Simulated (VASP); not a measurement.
# Cr (Im-3m) in VASP: further runs, part 3 of 3

VASP 6.6.1. The steps go on from the part before.

## Step 6: Electric field gradients, PBE, collinear spin, antiferromagnetic start (volume scaled by 1.03)

Contents of INCAR:

```
ALGO = Normal ; EDIFF = 1E-8
ENCUT = 520 ; GGA = PE
ISIF = 2 ; ISMEAR = -1
ISPIN = 2 ; LASPH = T
LCHARG = F ; LEFG = T
LMAXMIX = 4 ; LORBIT = 11
LREAL = F ; LWAVE = F
MAGMOM = -3 3 ; NBANDS = 23
NELM = 150 ; PREC = Accurate
SIGMA = 0.05
```

Contents of KPOINTS:

```
k-points
0
Gamma
  11 11 11
```

Contents of POSCAR:

```
Cr
1.0
    2.9982963100      0.0000000000      0.0000000000
    0.0000000000      2.9982963100      0.0000000000
    0.0000000000      0.0000000000      2.9982963100
Cr
2
Direct
    0.0000000000      0.0000000000      0.0000000000
    0.5000000000      0.5000000000      0.5000000000
```

Potentials or basis: VASP PAW PBE potentials, release 64 (Cr_pv).

On the command line:

```bash
$ cat potpaw_PBE.64/Cr_pv/POTCAR > POTCAR
$ mpirun -np 1 vasp_std > vasp.out
```

OUTCAR:

```text
EDIFF = 1E-8
   ENCUT = 520
   GGA = PE
   ISIF = 2
   ISMEAR = -1
   ISPIN = 2
   LASPH = T
   LORBIT = 11
   LREAL = F
   NELM = 150
   PREC = Accurate

 ion  position               nearest neighbor table
   1  0.000  0.000  0.000-   2 2.60   2 2.60   2 2.60   2 2.60   2 2.60   2 2.60   2 2.60   2 2.60

   2  0.500  0.500  0.500-   1 2.60   1 2.60   1 2.60   1 2.60   1 2.60   1 2.60   1 2.60   1 2.60

  LATTYP: Found a simple cubic cell.
 ALAT       =     2.9982963100

  Lattice vectors:

 A1 = (   2.9982963100,   0.0000000000,   0.0000000000)
 A2 = (   0.0000000000,   2.9982963100,   0.0000000000)
 A3 = (   0.0000000000,   0.0000000000,   2.9982963100)

Analysis of symmetry for initial positions (statically):
=====================================================================
 Subroutine PRICEL returns following result:

  LATTYP: Found a body centered cubic cell.
 ALAT       =     2.9982963100
[... 12 lines left out ...]
 Subroutine GETGRP returns: Found 48 space group operations
 (whereof 48 operations were pure point group operations)
 out of a pool of 48 trial point group operations.

The static configuration has the point symmetry O_h .

Analysis of symmetry for dynamics (positions and initial velocities):
=====================================================================
 Subroutine PRICEL returns following result:

  LATTYP: Found a body centered cubic cell.
 ALAT       =     2.9982963100
[... 12 lines left out ...]
 Subroutine GETGRP returns: Found 48 space group operations
 (whereof 48 operations were pure point group operations)
 out of a pool of 48 trial point group operations.

The dynamic configuration has the point symmetry O_h .

Analysis of structural, dynamic, and magnetic symmetry:
=====================================================================
 Subroutine PRICEL returns following result:

  LATTYP: Found a body centered cubic cell.
 ALAT       =     2.9982963100
[... 12 lines left out ...]
 Subroutine GETGRP returns: Found 48 space group operations
 (whereof 48 operations were pure point group operations)
 out of a pool of 48 trial point group operations.

The overall configuration has the point symmetry O_h .

 Subroutine INISYM returns: Found 48 space group operations
 (whereof 48 operations are pure point group operations),
 and found     2 'primitive' translations

----------------------------------------------------------------------------------------

                                     Primitive cell

  volume of cell :      13.4770

  direct lattice vectors                    reciprocal lattice vectors
     1.499148155  1.499148155 -1.499148155     0.333522740  0.333522740  0.000000000
    -1.499148155  1.499148155  1.499148155    -0.000000000  0.333522740  0.333522740
     1.499148155 -1.499148155  1.499148155     0.333522740  0.000000000  0.333522740

  length of vectors
     2.596600773  2.596600773  2.596600773     0.471672382  0.471672382  0.471672382

  position of ions in fractional coordinates (direct lattice)
     0.000000000  0.000000000  0.000000000

  ion indices of the primitive-cell ions
   primitive index   ion index
[... 98 lines left out ...]
   GGA     = PE    functional components
   LHFCALC =     F    Hartree Fock is set to
   AEXX    =    0.0000 exact exchange contribution
   IVDW    =     0    specifies the selected vdW correction
   LEPSILON=     F    determine dielectric tensor
   LRPA    =     F    only Hartree local field effects (RPA)
 spin polarized calculation
  energy-cutoff  :      520.00
  volume of cell :       26.95
 maximum number of plane-waves:       739
 NGX is ok and might be reduce to    24
   NGX = 11   NGY = 11   NGZ = 11

 number of electron      23.9999995 magnetization       0.0000000

 number of electron      23.9999995 magnetization      -0.0000000

 Free energy of the ion-electron system (eV)
  ---------------------------------------------------
  ext. energy  EPLUGINS =         0.00000000
  ---------------------------------------------------
  free energy    TOTEN  =       -18.86899092 eV

  energy without entropy =      -18.86479530  energy(sigma->0) =      -18.86689311

 E-fermi :   9.0354     XC(G=0): -12.7453

 val. band max:        8.9618857498   @ k =   0.3636   0.0000   0.0000
 cond. band min:       9.0556093062   @ k =   0.4545   0.0909   0.0909
 fundamental gap:      0.0937235564
 Fermi energy:         9.0353771682

 spin component 1

 k-point     1 :       0.0000    0.0000    0.0000
  band No.  band energies     occupation
      1     -34.8399      1.00000
      2     -34.8399      1.00000
      3     -34.8399      1.00000
      4     -32.8148      1.00000
      5     -32.8148      1.00000
      6     -32.8148      1.00000
[... 613 lines left out ...]
     22      20.2270      0.00000
     23      25.7825      0.00000

 [... further k-points ...]

 spin component 2

 k-point     1 :       0.0000    0.0000    0.0000
  band No.  band energies     occupation
      1     -34.8399      1.00000
      2     -34.8399      1.00000
      3     -34.8399      1.00000
      4     -32.8148      1.00000
      5     -32.8148      1.00000
      6     -32.8148      1.00000
[... 613 lines left out ...]
     22      20.2270      0.00000
     23      25.7825      0.00000

 [... further k-points ...]
[... 5 lines left out ...]
  --------------------------------------------------------------------------------------
  -------------------------------------------------------------------------------------
  Total       -2.5833725     -2.5833725     -2.5833725      0.0000000      0.0000000      0.0000000
  in kB     -153.5585348   -153.5585348   -153.5585348      0.0000000      0.0000000      0.0000000
  external PRESSURE =    -153.5585348 kB  Pullay stress =       0.0000000 kB

 VOLUME and BASIS-vectors are now :
 -----------------------------------------------------------------------------
  energy-cutoff  :      520.00
  volume of cell :       26.95
      direct lattice vectors                 reciprocal lattice vectors
     2.998296310  0.000000000  0.000000000     0.333522740  0.000000000  0.000000000
     0.000000000  2.998296310  0.000000000     0.000000000  0.333522740  0.000000000
     0.000000000  0.000000000  2.998296310     0.000000000  0.000000000  0.333522740

 POSITION                                       TOTAL-FORCE (eV/Angst)
 -----------------------------------------------------------------------------------
      0.00000      0.00000      0.00000         0.000000      0.000000      0.000000
      1.49915      1.49915      1.49915        -0.000000     -0.000000     -0.000000
 -----------------------------------------------------------------------------------
    total drift:                                0.000000      0.000000     -0.000000

  FREE ENERGIE OF THE ION-ELECTRON SYSTEM (eV)
  ---------------------------------------------------
  free  energy   TOTEN  =       -18.8689909156 eV

  energy  without entropy=      -18.8647952997  energy(sigma->0) =      -18.86689311

 Electric field gradients (V/A^2)
---------------------------------------------------------------------
 ion       V_xx      V_yy      V_zz      V_xy      V_xz      V_yz
---------------------------------------------------------------------
   1      -0.000    -0.000     0.000     0.000     0.000     0.000
   2      -0.000    -0.000     0.000    -0.000    -0.000     0.000
---------------------------------------------------------------------

 Electric field gradients after diagonalization (V/A^2)
 (convention: |V_zz| > |V_xx| > |V_yy|)
----------------------------------------------------------------------
 ion       V_xx      V_yy      V_zz     asymmetry (V_yy - V_xx)/ V_zz
----------------------------------------------------------------------
   1       0.000    -0.000    -0.000       0.785
   2       0.000    -0.000    -0.000       0.739
----------------------------------------------------------------------

           NMR quadrupolar parameters

 Cq : quadrupolar parameter    Cq=e*Q*V_zz/h
 eta: asymmetry parameters     (V_yy - V_xx)/ V_zz
 Q  : nuclear electric quadrupole moment in mb (millibarn)
----------------------------------------------------------------------
 ion       Cq(MHz)       eta       Q (mb)
----------------------------------------------------------------------
   1      -0.000       0.785       1.000
   2      -0.000       0.739       1.000
----------------------------------------------------------------------

 total charge

# of ion       s       p       d       tot
------------------------------------------
    1        0.386   6.314   4.075  10.776
    2        0.386   6.314   4.075  10.776
--------------------------------------------------
tot          0.772  12.629   8.151  21.552

 magnetization (x)

# of ion       s       p       d       tot
------------------------------------------
    1       -0.026  -0.019  -1.940  -1.985
    2        0.026   0.019   1.940   1.985
--------------------------------------------------
tot          0.000   0.000   0.000   0.000
```

OSZICAR:

```text
N       E                     dE             d eps       ncg     rms          rms(c)
DAV:   1     0.244988629226E+03    0.24499E+03   -0.13413E+04  5152   0.124E+03
DAV:   2    -0.132336670644E+02   -0.25822E+03   -0.24904E+03  5278   0.374E+02
DAV:   3    -0.212907309472E+02   -0.80571E+01   -0.80111E+01  6258   0.788E+01
DAV:   4    -0.213661304300E+02   -0.75399E-01   -0.75319E-01  6032   0.753E+00
DAV:   5    -0.213672802963E+02   -0.11499E-02   -0.11492E-02  5667   0.900E-01    0.182E+01
DAV:   6    -0.186494703250E+02    0.27178E+01   -0.92886E+00  5425   0.353E+01    0.790E+00
DAV:   7    -0.188569341870E+02   -0.20746E+00   -0.72676E-01  5600   0.748E+00    0.373E+00
DAV:   8    -0.188701430518E+02   -0.13209E-01   -0.36468E-02  5881   0.150E+00    0.949E-01
DAV:   9    -0.188676582285E+02    0.24848E-02   -0.47515E-02  5803   0.110E+00    0.437E-01
DAV:  10    -0.188687968306E+02   -0.11386E-02   -0.62709E-03  5995   0.461E-01    0.156E-01
DAV:  11    -0.188689528844E+02   -0.15605E-03   -0.88205E-04  5649   0.179E-01    0.824E-02
DAV:  12    -0.188689866789E+02   -0.33795E-04   -0.45236E-04  6162   0.904E-02    0.271E-02
DAV:  13    -0.188689893876E+02   -0.27087E-05   -0.15954E-05  5908   0.290E-02    0.529E-03
DAV:  14    -0.188689900296E+02   -0.64195E-06   -0.32433E-07  5719   0.498E-03    0.262E-03
DAV:  15    -0.188689907718E+02   -0.74219E-06   -0.45497E-07  5943   0.361E-03    0.715E-04
DAV:  16    -0.188689909185E+02   -0.14671E-06   -0.21631E-08  5176   0.862E-04    0.221E-04
DAV:  17    -0.188689909156E+02    0.28335E-08   -0.12398E-09  2835   0.291E-04
   1 F= -.18868991E+02 E0= -.18866893E+02  d E =-.419562E-02  mag=     0.0000
```

stdout:

```text
POSCAR found type information on POSCAR Cr
 POSCAR found :  1 types and       2 ions
 scaLAPACK will be used
 LDA part: xc-table for (Slater+PW92), standard interpolation
 POSCAR, INCAR and KPOINTS ok, starting setup
 FFT: planning ... GRIDC
 FFT: planning ... GRID_SOFT
 FFT: planning ... GRID
 WAVECAR not read
 entering main loop
ion   1

ion   2
```

It took 43 s on 1 thread of Intel Xeon 6975P-C, shared host; peak memory 0.18 GiB.

What came out:

```yaml
Free_energy: -18.8690 eV
Pressure: -15.4 GPa
Band_gap_on_the_k_mesh: zero (filled and empty bands overlap)
Net_moment: 0.00 μB per cell
Site_moments: Cr -1.99, +1.99 μB
Valence_electrons_inside_the_program's_atomic_spheres: Cr 10.78
```

Levels at points of the mesh, in eV from the Fermi level:
Spin up:
```csv
k point,band 10,band 11,band 12,band 13,band 14,band 15
"(0.00, 0.00, 0.00)",-0.90,-0.90,-0.90,1.22,1.22,2.49
```
Spin down:
| k point | band 10 | band 11 | band 12 | band 13 | band 14 | band 15 |
| --- | --- | --- | --- | --- | --- | --- |
| (0.00, 0.00, 0.00) | -0.90 | -0.90 | -0.90 | 1.22 | 1.22 | 2.49 |

Caveat: without QUAD_EFG the Cq values of the log hold for a quadrupole moment of 1 mb, not for the nuclei.

## Step 7: Summary

```csv
cell,gap on the mesh (eV),pressure (GPa),moment (μB)
"a = 2.909 Å, 2 atoms",none,-7.2,0.00
"a = 2.939 Å, 2 atoms",none,-10.7,0.00
"a = 2.969 Å, 2 atoms",none,-13.4,0.00
"a = 2.998 Å, 2 atoms",none,-15.4,0.00
```

Alike in all rows: task electric field gradients; level PBE; potentials or basis VASP PAW PBE potentials, release 64 (Cr_pv); spin collinear, antiferromagnetic start; k mesh 11 × 11 × 11; cutoff (eV) 520; smearing fermi-dirac 0.05 eV.

Absolute energies hang on the potentials; compare differences alone.
